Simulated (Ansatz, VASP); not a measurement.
**Two plane-wave programs on MgS**

```
Mg S
1.0
     0.00000    2.59104    2.59104
     2.59104    0.00000    2.59104
     2.59104    2.59104    0.00000
Mg S
1 1
Direct
  0.00000 0.00000 0.00000
  0.50000 0.50000 0.50000
```

Alike in both runs: task single point; functional PBEsol; k mesh 10 × 10 × 10; occupations gaussian, width 0.05 eV; no spin polarisation.

```csv
,VASP,Ansatz
version,VASP 6.6.1,Ansatz 0.2.0
potentials or method,"VASP PAW PBE potentials, release 64 (Mg, S), cutoff 520 eV","scalar-relativistic, plane waves, PAW"
valence electrons in the cell,8,16
```

VASP gave:

```
gap on the k mesh at the Fermi level (eV) : 2.73
least direct gap on the mesh (eV)         : 3.69
pressure (GPa)                            : -0.2
```

Q: Which values does Ansatz return?

A: gap on the k mesh at the Fermi level (eV): 2.73; least direct gap on the mesh (eV): 3.69; pressure (GPa): 0.0.

VASP's potentials were made for PBE, not for PBEsol. VASP's potentials hold 8 valence electrons a cell and Ansatz's 16, so a difference there can come from the potentials and not from the codes.
